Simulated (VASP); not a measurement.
Here is a VASP 6.6.1 calculation.

The input INCAR:

```
  PREC = Accurate
  ENCUT = 520
  EDIFF = 1E-6
  ISMEAR = 0
  SIGMA = 0.1
  LREAL = F
  LASPH = T
  NELM = 80
  ALGO = Normal
  ISIF = 2
  LWAVE = F
  LCHARG = T
  GGA = PE
  LELF = T
  LVHAR = T
  NBANDS = 15
```

File KPOINTS:

```
Automatic mesh
0
Gamma
  6 6 6
```

Contents of POSCAR:

```
Fe
1.0
    0.0000000000      2.4365235877      2.4365235877
    2.4365235877      0.0000000000      2.4365235877
    2.4365235877      2.4365235877      0.0000000000
Fe
2
Direct
    0.5000000000      0.5000000000      0.5000000000
    0.7500000000      0.7500000000      0.7500000000
```

Potentials or basis: VASP PAW PBE potentials, release 64 (Fe).

The run is started by

```console
$ cat potpaw_PBE.64/Fe/POTCAR > POTCAR
$ mpirun -np 1 vasp_std > vasp.out
```

Problem. Estimate the pressure.

Solution. -1.4 GPa.

Problem. Predict the band gap on the k mesh.

Solution. Zero (band 8 reaches 3.87 eV, above the bottom of band 9 at 3.20 eV).

Caveat: the k points lie up to 0.37 Å⁻¹ apart; the run has no spin polarisation, though such a crystal can be magnetic. Spin polarisation is off, so any magnetic state and its effect on volume and gap are missing.
